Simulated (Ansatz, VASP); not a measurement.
One calculation of Al2Cu, two programs

The input INCAR:

```
PREC = Accurate ; ENCUT = 600
EDIFF = 1E-6 ; ISMEAR = 0
SIGMA = 0.1 ; LREAL = False
LASPH = True ; NELM = 80
ALGO = Fast ; ISIF = 3
LWAVE = False ; LCHARG = False
GGA = PE ; IBRION = 2
NSW = 100 ; EDIFFG = -0.01
```

KPOINTS

```
Automatic mesh
0
Gamma
  10 10 10
```

The input POSCAR:

```
Al2Cu
1.0
   -3.0713668929      3.0713668929      2.3720791366
    3.0713668929     -3.0713668929      2.3720791366
    3.0713668929      3.0713668929     -2.3720791366
Al Cu
4 2
Direct
    0.3433793549      0.1566206451      0.5000000000
    0.1566206451      0.6566206451      0.8132412903
    0.8433793549      0.3433793549      0.1867587097
    0.6566206451      0.8433793549      0.5000000000
    0.7500000000      0.7500000000      0.0000000000
    0.2500000000      0.2500000000      0.0000000000
```

Input for Ansatz:

```yaml
crystal:
  lattice:
    - [-3.0713668929, 3.0713668929, 2.3720791366]
    - [3.0713668929, -3.0713668929, 2.3720791366]
    - [3.0713668929, 3.0713668929, -2.3720791366]
  atoms:
    - { symbol: Al, position: [0.3433793549, 0.1566206451, 0.5] }
    - { symbol: Al, position: [0.1566206451, 0.6566206451, 0.8132412903] }
    - { symbol: Al, position: [0.8433793549, 0.3433793549, 0.1867587097] }
    - { symbol: Al, position: [0.6566206451, 0.8433793549, 0.5] }
    - { symbol: Cu, position: [0.75, 0.75, 0.0] }
    - { symbol: Cu, position: [0.25, 0.25, 0.0] }
basis:
  ecutwfc: 420
kpoints:
  mp_grid: { grid: [10, 10, 10] }
hamiltonian:
  xc: pbe
scf:
  occupations: { method: gaussian, width: 0.1 }
output:
  forces: true
  stress: true
  eigenvalues: true
relax:
  adjacent_minimum: "off"
  f_tol: 0.01
  max_steps: 80
  cell: { stress_tol: 0.05 }
```

Alike in both runs: task relaxation of cell and atoms; functional PBE; k mesh 10 × 10 × 10; occupations gaussian, width 0.1 eV; no spin polarisation.

|  | VASP | Ansatz |
| --- | --- | --- |
| version | VASP 6.6.1 | Ansatz 0.2.0 |
| potentials or method | VASP PAW PBE potentials, release 64 (Al, Cu), cutoff 600 eV | scalar-relativistic, plane waves, PAW |
| valence electrons in the cell | 34 | 50 |

|  | VASP | Ansatz | Ansatz less VASP |
| --- | --- | --- | --- |
| gap on the k mesh at the Fermi level, each at its own relaxed structure (eV) | none | none | - |
| relaxed volume (Å³/atom) | 14.93 | 14.91 | -0.022 |
| relaxed length of the cell vector where the two differ most in proportion (Å) | 4.930 | 4.927 | -0.0024 |

A gap of «none» marks a metal or a gap that the smearing closes. VASP's potentials hold 34 valence electrons a cell and Ansatz's 50, so a difference there can come from the potentials and not from the codes.
